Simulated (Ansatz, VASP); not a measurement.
# One calculation of Cu, two programs

```xyz
1
Lattice="13.3036 0.0000 0.0000 0.0000 2.5928 0.0000 -5.2841 0.0000 21.7432" Properties=species:S:1:pos:R:3 pbc="T T T"
Cu    4.0097    1.2964   10.8716
```

Change from the starting cell: strain +0.1500 x Voigt [1, 1, 0, 0, 0, 0], atoms carried along.

Alike in both runs: task single point; functional PBEsol; dispersion D3(BJ); k mesh 6 × 26 × 4; occupations gaussian, width 0.15 eV; no spin polarisation.

|  | VASP | Ansatz |
| --- | --- | --- |
| version | VASP 6.6.1 | Ansatz 0.2.0 |
| potentials or method | VASP PAW PBE potentials, release 64 (Cu), cutoff 520 eV | scalar-relativistic, plane waves, PAW |
| valence electrons in the cell | 11 | 19 |

```tsv
	VASP	Ansatz	Ansatz less VASP
gap on the k mesh at the Fermi level (eV)	none	none	-
pressure (GPa)	-0.2	-0.2	0.00
traceless stress, the component that is largest in VASP (GPa)	-0.39	-0.39	-0.005
```

VASP's potentials were made for PBE, not for PBEsol. A gap of «none» marks a metal or a gap that the smearing closes. VASP's potentials hold 11 valence electrons a cell and Ansatz's 19, so a difference there can come from the potentials and not from the codes.
